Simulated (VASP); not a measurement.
# Si16B (a cell with a defect) in VASP: a series of runs

Si16B (a cell with a defect) is run at these levels: PBEsol; tasks: single point.

Program: VASP 6.6.1. These are calculated values, not measurements. Logs are shortened: lines on timing, memory, paths and dates and some standing lists are left out, and cuts for length are marked.

### 1 The cell of the first run

The cell holds a defect, 17 atoms: a = 7.679 Å, b = 7.679 Å, c = 7.679 Å, α = 60.00°, β = 60.00°, γ = 60.00°.

### 2 Single point, PBEsol, collinear spin, zero start

The input, INCAR:

```
SYSTEM = Si16B
ALGO = Normal
EDIFF = 1E-6
ENCUT = 520
GGA = PS
ISIF = 2
ISMEAR = -1
ISPIN = 2
LASPH = .TRUE.
LCHARG = .FALSE.
LORBIT = 11
LREAL = Auto
LWAVE = .FALSE.
MAGMOM = 0 0 0 0 0 0 0 0 0 0 0 0 0 0 0 0 0
NBANDS = 52
NELM = 150
PREC = Accurate
SIGMA = 0.02
```

The input, KPOINTS:

```
k-points
0
G
  2 2 2
  0 0 0
```

The input, POSCAR:

```
Si16B
1.0
    0.0000000000      5.4300000000      5.4300000000
    5.4300000000      0.0000000000      5.4300000000
    5.4300000000      5.4300000000      0.0000000000
Si B
16 1
Direct
   -0.0139686924     -0.0073204420     -0.0275966851
    0.1105432781      0.1113167587      0.1196040516
    0.0571639042      0.0123020258      0.4755248619
    0.2076611418      0.1011970534      0.5899447514
   -0.0690699816      0.5009668508      0.0215745856
    0.0651565378      0.6284714549      0.1506629834
    0.0238213628      0.5015377532      0.5178729282
    0.1439594843      0.6262615101      0.6395395948
    0.4931031308      0.0115561694     -0.0208195212
    0.6308747698      0.1123848987      0.1071915285
    0.5790883978     -0.0226427256      0.4922007366
    0.6569889503      0.1331399632      0.6095119705
    0.4289134438      0.5200552486      0.0173664825
    0.5604511971      0.6424401473      0.1417219153
    0.5089779006      0.5296961326      0.5016850829
    0.6538305709      0.6084346225      0.6599815838
    0.2762891344      0.3506169429      0.8915930018
```

Potentials or basis: VASP PAW PBE potentials, release 64 (Si, B).

Command:

```sh
$ cat potpaw_PBE.64/Si/POTCAR potpaw_PBE.64/B/POTCAR > POTCAR
$ mpirun -np 1 vasp_std > vasp.out
```

OUTCAR:

```text
SYSTEM = Si16B
   EDIFF = 1E-6
   ENCUT = 520
   GGA = PS
   ISIF = 2
   ISMEAR = -1
   ISPIN = 2
   LASPH = .TRUE.
   LORBIT = 11
   LREAL = Auto
   NELM = 150
   PREC = Accurate

 ion  position               nearest neighbor table
   1  0.986  0.993  0.972-  10 2.23   6 2.32   2 2.45   4 2.49
   2  0.111  0.111  0.120-  17 2.23   3 2.31   9 2.41   1 2.45   5 2.47
   3  0.057  0.012  0.476-   4 2.23   2 2.31   8 2.44  12 2.51
   4  0.208  0.101  0.590-   3 2.23  11 2.34   1 2.49   7 2.55
   5  0.931  0.501  0.022-  17 2.19  14 2.33   6 2.45   2 2.47   8 2.48
   6  0.065  0.628  0.151-  13 2.28   1 2.32   7 2.38   5 2.45
   7  0.024  0.502  0.518-   8 2.30  16 2.32   6 2.38   4 2.55
   8  0.144  0.626  0.640-  17 2.23  15 2.29   7 2.30   3 2.44   5 2.48
   9  0.493  0.012  0.979-  17 2.24  10 2.30  12 2.34  14 2.35   2 2.41
  10  0.631  0.112  0.107-   1 2.23   9 2.30  11 2.48  13 2.60
  11  0.579  0.977  0.492-  12 2.22   4 2.34  16 2.34  10 2.48
  12  0.657  0.133  0.610-  11 2.22   9 2.34  15 2.49   3 2.51
  13  0.429  0.520  0.017-   6 2.28  16 2.35  14 2.37  10 2.60
  14  0.560  0.642  0.142-  15 2.32   5 2.33   9 2.35  13 2.37
  15  0.509  0.530  0.502-   8 2.29  14 2.32  16 2.42  12 2.49  17 2.65
  16  0.654  0.608  0.660-   7 2.32  11 2.34  13 2.35  15 2.42
  17  0.276  0.351  0.892-   5 2.19   2 2.23   8 2.23   9 2.24  15 2.65

  LATTYP: Found a face centered cubic cell.
 ALAT       =    10.8600000000

  Lattice vectors:

 A1 = (   0.0000000000,   5.4300000000,   5.4300000000)
 A2 = (   5.4300000000,   0.0000000000,   5.4300000000)
 A3 = (   5.4300000000,   5.4300000000,   0.0000000000)

Analysis of symmetry for initial positions (statically):
=====================================================================
 Subroutine PRICEL returns:
 Original cell was already a primitive cell.

 Routine SETGRP: Setting up the symmetry group for a
 face centered cubic supercell.

 Subroutine GETGRP returns: Found  1 space group operations
 (whereof  1 operations were pure point group operations)
 out of a pool of 48 trial point group operations.

The static configuration has the point symmetry C_1 .

Analysis of symmetry for dynamics (positions and initial velocities):
=====================================================================
 Subroutine PRICEL returns:
 Original cell was already a primitive cell.

 Routine SETGRP: Setting up the symmetry group for a
 face centered cubic supercell.

 Subroutine GETGRP returns: Found  1 space group operations
 (whereof  1 operations were pure point group operations)
 out of a pool of 48 trial point group operations.

The dynamic configuration has the point symmetry C_1 .

Analysis of structural, dynamic, and magnetic symmetry:
=====================================================================
 Subroutine PRICEL returns:
 Original cell was already a primitive cell.

 Routine SETGRP: Setting up the symmetry group for a
 face centered cubic supercell.

 Subroutine GETGRP returns: Found  1 space group operations
 (whereof  1 operations were pure point group operations)
 out of a pool of 48 trial point group operations.

The overall configuration has the point symmetry C_1 .

 Subroutine INISYM returns: Found  1 space group operations
 (whereof  1 operations are pure point group operations),
 and found     1 'primitive' translations

----------------------------------------------------------------------------------------

                                     Primitive cell

  volume of cell :     320.2060

  direct lattice vectors                    reciprocal lattice vectors
     0.000000000  5.430000000  5.430000000    -0.092081031  0.092081031  0.092081031
     5.430000000  0.000000000  5.430000000     0.092081031 -0.092081031  0.092081031
     5.430000000  5.430000000  0.000000000     0.092081031  0.092081031 -0.092081031

  length of vectors
     7.679179644  7.679179644  7.679179644     0.159489025  0.159489025  0.159489025

  position of ions in fractional coordinates (direct lattice)
     0.986031308  0.992679558  0.972403315
     0.110543278  0.111316759  0.119604052
     0.057163904  0.012302026  0.475524862
     0.207661142  0.101197053  0.589944751
     0.930930018  0.500966851  0.021574586
     0.065156538  0.628471455  0.150662983
[... 9 lines left out ...]
     0.653830571  0.608434622  0.659981584
     0.276289134  0.350616943  0.891593002

  ion indices of the primitive-cell ions
   primitive index   ion index
                 1           1
                 2           2
                 3           3
                 4           4
                 5           5
                 6           6
[... 9 lines left out ...]
                16          16
                17          17

----------------------------------------------------------------------------------------

 KPOINTS: k-points

Automatic generation of k-mesh.
 Grid dimensions read from file:
 generate k-points for:    2    2    2

 Generating k-lattice:

  Cartesian coordinates                     Fractional coordinates (reciprocal lattice)
    -0.046040516  0.046040516  0.046040516     0.500000000  0.000000000  0.000000000
     0.046040516 -0.046040516  0.046040516     0.000000000  0.500000000  0.000000000
     0.046040516  0.046040516 -0.046040516     0.000000000  0.000000000  0.500000000

  Length of vectors
     0.079744512  0.079744512  0.079744512

  Shift w.r.t. Gamma in fractional coordinates (k-lattice)
     0.000000000  0.000000000  0.000000000

 Subroutine IBZKPT returns following result:
 ===========================================

 Found      8 irreducible k-points:

 Following reciprocal coordinates:
            Coordinates               Weight
  0.000000  0.000000  0.000000      1.000000
  0.500000  0.000000  0.000000      1.000000
  0.000000  0.500000  0.000000      1.000000
  0.000000  0.000000  0.500000      1.000000
  0.500000  0.500000  0.500000      1.000000
  0.500000  0.500000  0.000000      1.000000
  0.000000  0.500000  0.500000      1.000000
  0.500000  0.000000  0.500000      1.000000
   k-points           NKPTS =      8   k-points in BZ     NKDIM =      8   number of bands    NBANDS=     52
   number of dos      NEDOS =    301   number of ions     NIONS =     17
   total plane-waves  NPLWV = 216000
   dimension x,y,z NGX =    60 NGY =   60 NGZ =   60
   dimension x,y,z NGXF=   120 NGYF=  120 NGZF=  120
   ions per type =              16   1
   NGX,Y,Z   is equivalent  to a cutoff of  12.99, 12.99, 12.99 a.u.
   NGXF,Y,Z  is equivalent  to a cutoff of  25.98, 25.98, 25.98 a.u.
 SYSTEM =  Si16B
   PREC   = accura    normal or accurate (medium, high low for compatibility)
   ISTART =      0    job   : 0-new  1-cont  2-samecut
   ICHARG =      2    charge: 1-file 2-atom 10-const
   ISPIN  =      2    spin polarized calculation?
   LNONCOLLINEAR =      F non collinear calculations
   LSORBIT =      F    spin-orbit coupling
   LASPH  =      T    aspherical Exc in radial PAW
   ENCUT  =  520.0 eV  38.22 Ry    6.18 a.u.  14.28 14.28 14.28*2*pi/ulx,y,z
   NELM   =    150;   NELMIN=  2; NELMDL= -5     # of ELM steps
   EDIFF  = 0.1E-05   stopping-criterion for ELM
   LREAL  =      T    real-space projection
   EDIFFG = 0.1E-04   stopping-criterion for IOM
   NSW    =      0    number of steps for IOM
   IBRION =     -1    ionic relax: 0-MD 1-quasi-New 2-CG
   NFREE  =      0    steps in history (QN), initial steepest desc. (CG)
   ISIF   =      2    stress and relaxation
   ISYM   =      2    0-nonsym 1-usesym 2-fastsym
   POTIM  = 0.5000    time-step for ionic-motion
   TEBEG  =    0.0;   TEEND  =   0.0 temperature during run
   PSTRESS=    0.0 pullay stress
   NELECT =      67.0000    total number of electrons
   NUPDOWN=      -1.0000    fix difference up-down
   EMIN   =  10.00;   EMAX   =-10.00  energy-range for DOS
   EFERMI =   0.00;   METHOD = LEGACY
   ISMEAR =    -1;   SIGMA  =   0.02  broadening in eV -4-tet -1-fermi 0-gaus
   EFERMI_NEDOS =   21; number of points for ismear=-14 and -15
   IALGO  =     38    algorithm
   IMIX   =      4    mixing-type and parameters
     AMIX     =   0.40;   BMIX     =  1.00
     AMIX_MAG =   1.60;   BMIX_MAG =  1.00
  volume/ion in A,a.u.               =      18.84       127.11
  Fermi-wavevector in a.u.,A,eV,Ry     =   0.971904  1.836632 12.852022  0.944597
  Thomas-Fermi vector in A             =   2.102159
   LORBIT       =     11    0 simple, 1 ext, 2 COOP (PROOUT), +10 PAW based schemes
   GGA     = PS    functional components
   LHFCALC =     F    Hartree Fock is set to
   AEXX    =    0.0000 exact exchange contribution
   IVDW    =     0    specifies the selected vdW correction
   LEPSILON=     F    determine dielectric tensor
   LRPA    =     F    only Hartree local field effects (RPA)
 spin polarized calculation
  energy-cutoff  :      520.00
  volume of cell :      320.21
 maximum number of plane-waves:      8646
 NGX is ok and might be reduce to    60
   NGX = 29   NGY = 29   NGZ = 29

 number of electron      67.0000000 magnetization       0.0000657

 number of electron      67.0000000 magnetization      -0.0003838

 Free energy of the ion-electron system (eV)
  ---------------------------------------------------
  ext. energy  EPLUGINS =         0.00000000
  ---------------------------------------------------
  free energy    TOTEN  =       -92.42861167 eV

  energy without entropy =      -92.41226388  energy(sigma->0) =      -92.42043777

 E-fermi :   6.3134     XC(G=0):  -9.7629

 val. band max:        6.3108840133   @ k =   0.5000   0.0000   0.0000
 cond. band min:       6.3210683920   @ k =   0.0000   0.5000   0.0000
 fundamental gap:      0.0101843788
 Fermi energy:         6.3133623151

 spin component 1

 k-point     1 :       0.0000    0.0000    0.0000
  band No.  band energies     occupation
      1      -6.3311      1.00000
      2      -4.1656      1.00000
      3      -3.9727      1.00000
      4      -3.7123      1.00000
      5      -3.5904      1.00000
      6      -2.6621      1.00000
[... 37 lines left out ...]
     44       7.8340      0.00000
     45       8.0557      0.00000
[... 294 lines left out ...]
      4      -4.1541      1.00000
      5      -3.9255      1.00000
      6      -3.8502      1.00000
[... 37 lines left out ...]
     44       9.5942      0.00000
     45       9.8173      0.00000
 Fermi energy:         6.3133623151

 spin component 2

 k-point     1 :       0.0000    0.0000    0.0000
  band No.  band energies     occupation
      1      -6.3311      1.00000
      2      -4.1656      1.00000
      3      -3.9727      1.00000
      4      -3.7123      1.00000
      5      -3.5904      1.00000
      6      -2.6621      1.00000
[... 37 lines left out ...]
     44       7.8340      0.00000
     45       8.0557      0.00000
[... 294 lines left out ...]
      4      -4.1542      1.00000
      5      -3.9255      1.00000
      6      -3.8503      1.00000
[... 37 lines left out ...]
     44       9.5941      0.00000
     45       9.8172      0.00000
 [bands above 45 left out]

------------------------ aborting loop because EDIFF is reached ----------------------------------------

  FORCE on cell =-STRESS in cart. coord.  units (eV):
  Direction    XX          YY          ZZ          XY          YZ          ZX
  --------------------------------------------------------------------------------------
  -------------------------------------------------------------------------------------
  Total       -0.4751251     -1.8962736     -0.8441148      2.4592756      4.5852944     -1.6188164
  in kB       -2.3773279     -9.4881623     -4.2235985     12.3051891     22.9429003     -8.0998822
  external PRESSURE =      -5.3630296 kB  Pullay stress =       0.0000000 kB

 VOLUME and BASIS-vectors are now :
 -----------------------------------------------------------------------------
  energy-cutoff  :      520.00
  volume of cell :      320.21
      direct lattice vectors                 reciprocal lattice vectors
     0.000000000  5.430000000  5.430000000    -0.092081031  0.092081031  0.092081031
     5.430000000  0.000000000  5.430000000     0.092081031 -0.092081031  0.092081031
     5.430000000  5.430000000  0.000000000     0.092081031  0.092081031 -0.092081031

 POSITION                                       TOTAL-FORCE (eV/Angst)
 -----------------------------------------------------------------------------------
     10.67040     10.63430     10.74440        -0.504348      0.706378      1.748842
      1.25390      1.24970      1.20470        -0.429848     -0.589136      0.127744
      2.64890      2.89250      0.37720        -0.110684     -0.935738     -1.891294
      3.75290      4.33100      1.67710         2.162897      0.101269      0.370414
      2.83740      5.17210      7.77520        -0.350082      1.006920      1.205755
      4.23070      1.17190      3.76640        -0.204272     -0.182248     -0.682177
[... 9 lines left out ...]
      6.88750      7.13400      6.85410        -0.054934     -0.720984     -0.443713
      6.74520      6.34160      3.40410         0.219929     -0.055534     -0.134146
 -----------------------------------------------------------------------------------
    total drift:                                0.001723     -0.000511      0.000207

  FREE ENERGIE OF THE ION-ELECTRON SYSTEM (eV)
  ---------------------------------------------------
  free  energy   TOTEN  =       -92.4286116699 eV

  energy  without entropy=      -92.4122638796  energy(sigma->0) =      -92.42043777

 total charge

# of ion       s       p       d       tot
------------------------------------------
    1        0.757   0.920   0.000   1.677
    2        0.753   0.894   0.000   1.648
    3        0.760   0.915   0.000   1.675
    4        0.753   0.912   0.000   1.664
    5        0.769   0.858   0.000   1.627
    6        0.763   0.908   0.000   1.671
[... 9 lines left out ...]
   16        0.750   0.920   0.000   1.670
   17        0.777   0.832   0.000   1.610
--------------------------------------------------
tot         12.893  15.373   0.000  28.265

 magnetization (x)

# of ion       s       p       d       tot
------------------------------------------
    1       -0.000  -0.000   0.000  -0.000
    2       -0.000  -0.000   0.000  -0.000
    3       -0.000  -0.000   0.000  -0.000
    4       -0.000   0.000   0.000  -0.000
    5       -0.000  -0.000   0.000  -0.000
    6       -0.000  -0.000   0.000  -0.000
[... 9 lines left out ...]
   16       -0.000  -0.000   0.000  -0.000
   17       -0.000  -0.000   0.000  -0.000
--------------------------------------------------
tot         -0.000  -0.000   0.000  -0.000
```

It took 14 min on 1 thread of Intel Xeon 8259CL, shared host; peak memory 0.71 GiB.

Results:

| Quantity | Value |
| --- | --- |
| Free energy | -92.4286 eV |
| Pressure | -0.5 GPa |
| Largest force | 2.407 eV/Å |
| Net moment | 0.00 μB per cell |
| Valence electrons inside the program's atomic spheres | Si 1.68, 1.65, 1.66, 1.63, 1.67, 1.70 (each value once); B 1.61 |

Forces in eV/Å, atoms in the order of the input:
```
Si  -0.504  0.706  1.749
Si  -0.430 -0.589  0.128
Si  -0.111 -0.936 -1.891
Si   2.163  0.101  0.370
Si  -0.350  1.007  1.206
Si  -0.204 -0.182 -0.682
Si  -1.302  0.240 -0.728
Si   0.674 -0.112 -0.215
Si   0.295 -0.411  0.247
Si   2.348 -0.521 -0.095
Si  -1.174 -1.470 -0.537
Si   0.932  0.536  1.830
Si  -1.665  1.343 -0.182
Si  -0.094 -0.268 -0.247
Si  -0.742  1.332 -0.375
Si  -0.055 -0.721 -0.444
B    0.220 -0.056 -0.134
```

Caveat: the k points lie up to 0.50 Å⁻¹ apart; no moment was typed at the start, so none could form; the PAW data sets were made with another functional, which shifts forces and pressure a little.

(Continued in part 2 of 2.)
